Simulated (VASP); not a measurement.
AlN (kat), 2 atoms in the cell. It takes space group F-43m (No. 216, cubic). Conventional cell: a = 4.370 Å, b = 4.370 Å, c = 4.370 Å, α = 90.00°, β = 90.00°, γ = 90.00°. Al (site symmetry -43m) has 4 N at 1.89 Å within 2.5 Å. Within 2.5 Å of N (site symmetry -43m) lie 4 Al at 1.89 Å.  This cell differs from its parent crystal: strained cell.

| Item | Value |
| --- | --- |
| Program | VASP 6.6.1 |
| Task | relaxation of the atoms |
| Functional | LDA |
| Potentials or basis | VASP PAW LDA potentials, release 64 (Al, N) |
| Cutoff | 520 eV |
| k mesh | 10 × 10 × 10 |
| Occupations | gaussian, width 0.02 eV |
| Spin | no spin polarisation |
| Dipole correction | no |
| Further INCAR settings | ALGO = Normal; EDIFF = 1e-06; IBRION = 2; EDIFFG = -0.002; NSW = 60 |

Potentials or basis: VASP PAW LDA potentials, release 64 (Al, N).

Launch:

```console
$ cat potpaw_LDA.64/Al/POTCAR potpaw_LDA.64/N/POTCAR > POTCAR
$ mpirun -np 1 vasp_std > vasp.out
```

Hardware: 1 thread of Intel Xeon 8259CL (shared host).

Estimate the wall time of this run.

It took 10 s on 1 thread of Intel Xeon 8259CL, with other jobs on the host, peak memory 0.12 GiB. Counts: scf iterations 11, k points 47, ion steps 1.
